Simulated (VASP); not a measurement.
Runs of VASP 6.6.1 on AlN. The structure is that of space group P6_3mc (No. 186), or close to it. The cells are those of the table. 

```tsv
task	cell	k mesh	cutoff (eV)	smearing	gap on the mesh (eV)	pressure (GPa)	relaxed volume (Å³/atom)	largest force (eV/Å)
single point	a = 3.130, b = 3.130, c = 5.018 Å, angles 90.0, 90.0, 120.0°, 4 atoms	12 × 12 × 6	520	gaussian 0.02 eV	4.04	(c)	-	-
relaxation of cell and atoms	relaxed from a = 3.111, b = 3.111, c = 4.978 Å, angles 90.0, 90.0, 120.0°, 4 atoms	6 × 6 × 4	600	gaussian 0.1 eV	4.03	-0.1	10.62	0.04
relaxation of cell and atoms	relaxed from a = 3.128, b = 3.128, c = 5.021 Å, angles 90.0, 90.0, 120.0°, 4 atoms	12 × 12 × 6	600	gaussian 0.02 eV	(a)	0.0	10.62	0.01
single point	a = 3.128, b = 3.128, c = 5.021 Å, angles 90.0, 90.0, 120.0°, 4 atoms	6 × 6 × 4	520	gaussian 0.1 eV	4.06	-0.1	-	-
single point	a = 3.111, b = 3.111, c = 4.978 Å, angles 90.0, 90.0, 120.0°, 4 atoms	6 × 6 × 4	520	gaussian 0.1 eV	4.16	(b)	-	0.18
```

Alike in all rows: level PBE; potentials or basis VASP PAW PBE potentials, release 64 (Al, N); no spin polarisation.

Task: Fill in the values left out.

Result: (a) 4.07; (b) 3.8; (c) -0.2.

A k mesh can miss the band edges.
